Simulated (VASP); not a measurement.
# MoH2 (F-43m) in VASP: a series of runs, part 2 of 3

VASP 6.6.1. Earlier steps stand in the parts before.

## 3. Single point, PBE

This run uses another cell than the first one, of 10.33 Å³/atom, 1.520 times its volume.

The input, INCAR:

```
ALGO = Normal
EDIFF = 1E-6
ENCUT = 520
GGA = PE
ISIF = 2
ISMEAR = 0
LASPH = T
LCHARG = F
LREAL = F
LWAVE = F
NBANDS = 15
NELM = 60
PREC = Accurate
SIGMA = 0.1
```

The input, KPOINTS:

```
k-points
0
Gamma
  6 6 6
```

The input, POSCAR:

```
MoH2
1.0
    0.0000000000      2.4932022700      2.4932022700
    2.4932022700      0.0000000000      2.4932022700
    2.4932022700      2.4932022700      0.0000000000
H Mo
2 1
Direct
    0.7500000000      0.7500000000      0.7500000000
    0.5000000000      0.5000000000      0.5000000000
    0.0000000000      0.0000000000      0.0000000000
```

Potentials or basis: VASP PAW PBE potentials, release 64 (H, Mo_sv).

On the command line:

```console
cat potpaw_PBE.64/H/POTCAR potpaw_PBE.64/Mo_sv/POTCAR > POTCAR
mpirun -np 1 vasp_std > vasp.out
```

It used 12 s of CPU time on 1 thread of AMD EPYC 7R13 Processor (Zen 3) (shared host).

The run converged. Its results:

```
Free energy            : -15.1376 eV
Pressure               : -38.5 GPa
Band gap on the k mesh : zero (band 8 reaches 6.81 eV, above the bottom of band 9 at 5.31 eV)
```

Levels at points of the mesh, in eV from the Fermi level:
```tsv
k point	band 5	band 6	band 7	band 8	band 9	band 10	band 11	band 12
(0.00, 0.00, 0.00)	-9.14	-1.13	-1.13	-1.13	0.06	0.06	1.45	7.37
(0.50, 0.00, 0.00)	-6.45	-4.09	-1.24	-1.24	0.84	0.84	2.29	3.53
(0.50, 0.50, 0.00)	-5.70	-5.51	-0.95	0.85	1.05	1.05	3.50	5.82
```

Caveat: the k points lie up to 0.36 Å⁻¹ apart.

## 4. Single point, PBE, collinear spin, ferromagnetic start

The input, INCAR:

```
SYSTEM = MoH2
  PREC = Accurate
  ENCUT = 520
  EDIFF = 1E-6
  ISMEAR = 0
  SIGMA = 0.1
  LREAL = .False.
  LASPH = .True.
  NELM = 150
  ALGO = Normal
  ISIF = 2
  LWAVE = .False.
  LCHARG = .True.
  ISPIN = 2
  MAGMOM = 0 0 1
  LORBIT = 11
  LMAXMIX = 4
  GGA = PE
  LELF = .True.
  LVHAR = .True.
  NBANDS = 19
```

The input, KPOINTS:

```
Automatic mesh
0
Gamma
  6 6 6
  0 0 0
```

The input, POSCAR:

```
MoH2
1.0
    0.0000000000      2.1685352363      2.1685352363
    2.1685352363      0.0000000000      2.1685352363
    2.1685352363      2.1685352363      0.0000000000
H Mo
2 1
Direct
    0.2500000000      0.2500000000      0.2500000000
    0.5000000000      0.5000000000      0.5000000000
    0.0000000000      0.0000000000      0.0000000000
```

Potentials or basis: VASP PAW PBE potentials, release 64 (H, Mo_sv).

On the command line:

```console
cat potpaw_PBE.64/H/POTCAR potpaw_PBE.64/Mo_sv/POTCAR > POTCAR
mpirun -np 1 vasp_std > vasp.out
```

OUTCAR:

```text
SYSTEM = MoH2
   PREC = Accurate
   ENCUT = 520
   EDIFF = 1E-6
   ISMEAR = 0
   LREAL = .False.
   LASPH = .True.
   NELM = 150
   ISIF = 2
   ISPIN = 2
   LORBIT = 11
   GGA = PE

 ion  position               nearest neighbor table
   1  0.250  0.250  0.250-   3 1.88   3 1.88   3 1.88   3 1.88
   2  0.500  0.500  0.500-   3 2.17   3 2.17   3 2.17   3 2.17   3 2.17   3 2.17
   3  0.000  0.000  0.000-   1 1.88   1 1.88   1 1.88   1 1.88   2 2.17   2 2.17   2 2.17   2 2.17
                             2 2.17   2 2.17

  LATTYP: Found a face centered cubic cell.
 ALAT       =     4.3370704726

  Lattice vectors:

 A1 = (   0.0000000000,   2.1685352363,   2.1685352363)
 A2 = (   2.1685352363,   0.0000000000,   2.1685352363)
 A3 = (   2.1685352363,   2.1685352363,   0.0000000000)

Analysis of symmetry for initial positions (statically):
=====================================================================
 Subroutine PRICEL returns:
 Original cell was already a primitive cell.
[... 893 lines left out ...]
     19      37.6843      0.00000

------------------------ aborting loop because EDIFF is reached ----------------------------------------

  FORCE on cell =-STRESS in cart. coord.  units (eV):
  Direction    XX          YY          ZZ          XY          YZ          ZX
  --------------------------------------------------------------------------------------
  -------------------------------------------------------------------------------------
  Total        0.0308626      0.0308626      0.0308626     -0.0000000      0.0000000      0.0000000
  in kB        2.4244557      2.4244557      2.4244557     -0.0000000      0.0000000      0.0000000
  external PRESSURE =       2.4244557 kB  Pullay stress =       0.0000000 kB

 VOLUME and BASIS-vectors are now :
 -----------------------------------------------------------------------------
  energy-cutoff  :      520.00
  volume of cell :       20.40
      direct lattice vectors                 reciprocal lattice vectors
     0.000000000  2.168535236  2.168535236    -0.230570383  0.230570383  0.230570383
     2.168535236  0.000000000  2.168535236     0.230570383 -0.230570383  0.230570383
     2.168535236  2.168535236  0.000000000     0.230570383  0.230570383 -0.230570383

 POSITION                                       TOTAL-FORCE (eV/Angst)
 -----------------------------------------------------------------------------------
      1.08427      1.08427      1.08427         0.000000     -0.000000     -0.000000
      2.16854      2.16854      2.16854        -0.000000     -0.000000     -0.000000
      0.00000      0.00000      0.00000         0.000000      0.000000      0.000000
 -----------------------------------------------------------------------------------
    total drift:                                0.000000      0.000000      0.000000

  FREE ENERGIE OF THE ION-ELECTRON SYSTEM (eV)
  ---------------------------------------------------
  free  energy   TOTEN  =       -16.9678065270 eV

  energy  without entropy=      -16.9590129506  energy(sigma->0) =      -16.96340974

 total charge

# of ion       s       p       d       tot
------------------------------------------
    1        0.568   0.040   0.000   0.608
    2        0.457   0.033   0.000   0.489
    3        2.250   6.175   4.057  12.482
--------------------------------------------------
tot          3.275   6.248   4.057  13.580

 magnetization (x)

# of ion       s       p       d       tot
------------------------------------------
    1        0.000  -0.000   0.000   0.000
    2       -0.000  -0.000   0.000  -0.000
    3       -0.000   0.000  -0.000  -0.000
--------------------------------------------------
tot         -0.000   0.000  -0.000  -0.000
```

It used 33 s of CPU time on 1 thread of AMD EPYC 7R13 Processor (Zen 3), with other jobs on the host.

What came out:

| Property | Result |
| --- | --- |
| Free energy | -16.9678 eV |
| Pressure | 0.2 GPa |
| Band gap on the k mesh | zero (filled and empty bands overlap) |
| Net moment | 0.00 μB per cell |
| Valence electrons inside the program's atomic spheres | H 0.61, 0.49; Mo 12.48 |

Caveat: the k points lie up to 0.42 Å⁻¹ apart.

## 5. Relaxation of cell and atoms, PBE

This run uses another cell than the first one, of 10.33 Å³/atom, 1.520 times its volume.

The input, INCAR:

```
PREC = Accurate
ENCUT = 600
EDIFF = 1E-7
ISMEAR = 0
SIGMA = 0.1
LREAL = F
LASPH = T
NELM = 60
ALGO = Normal
ISIF = 3
LWAVE = F
LCHARG = F
GGA = PE
IBRION = 2
NSW = 90
EDIFFG = -0.04
```

The input, KPOINTS:

```
regular mesh
0
Gamma
  6 6 6
```

The input, POSCAR:

```
MoH2
1.0
    0.0000000000      2.4932022700      2.4932022700
    2.4932022700      0.0000000000      2.4932022700
    2.4932022700      2.4932022700      0.0000000000
H Mo
2 1
Direct
    0.7500000000      0.7500000000      0.7500000000
    0.5000000000      0.5000000000      0.5000000000
    0.0000000000      0.0000000000      0.0000000000
```

On the command line:

```console
cat potpaw_PBE.64/H/POTCAR potpaw_PBE.64/Mo_sv/POTCAR > POTCAR
mpirun -np 1 vasp_std > vasp.out
```

It used 29 s of CPU time on 1 thread of AMD EPYC 7R13 Processor (Zen 3), with other jobs on the host.

It converged, with:

| Quantity | Value |
| --- | --- |
| Free energy | -16.9728 eV |
| Relaxed volume | 6.83 Å³/atom |
| Relaxed cell | a = 3.071 Å, b = 3.071 Å, c = 3.071 Å, α = 60.00°, β = 60.00°, γ = 60.00° |
| Space group after relaxing (to 0.05 Å) | F-43m (No. 216) |
| Energy gained by relaxing | 611.7 meV/atom |
| Ionic steps | 3 |
| Pressure after relaxing | -0.5 GPa |
| Band gap on the k mesh | zero (band 8 reaches 12.80 eV, above the bottom of band 9 at 9.84 eV) |

The path:
```csv
step,energy change (eV),largest force (eV/Å),pressure (GPa),volume (Å³)
1,0.0000,0.0000,-38.44,31.00
2,-1.8186,0.0000,-7.23,21.15
3,-1.8352,0.0000,-0.48,20.48
```

Final structure:
```
H Mo
1.0
     0.00000    2.17154    2.17154
     2.17154    0.00000    2.17154
     2.17154    2.17154    0.00000
H Mo
2 1
Direct
  0.75000 0.75000 0.75000
  0.50000 0.50000 0.50000
  0.00000 0.00000 0.00000
```

Levels at points of the mesh, in eV from the Fermi level:
| k point | band 6 | band 7 | band 8 | band 9 | band 10 | band 11 |
| --- | --- | --- | --- | --- | --- | --- |
| (0.00, 0.00, 0.00) | -2.05 | -2.05 | -2.05 | 0.19 | 0.19 | 1.59 |
| (0.50, 0.00, 0.00) | -5.77 | -2.30 | -2.30 | 1.69 | 1.69 | 2.85 |
| (0.50, 0.50, 0.00) | -7.90 | -1.45 | 1.72 | 2.12 | 2.12 | 6.23 |

Caveat: the k points lie up to 0.42 Å⁻¹ apart in the final cell; the volume moved by over 15 % at a fixed basis, so the end points are rough.

[end of part 2 of 3]
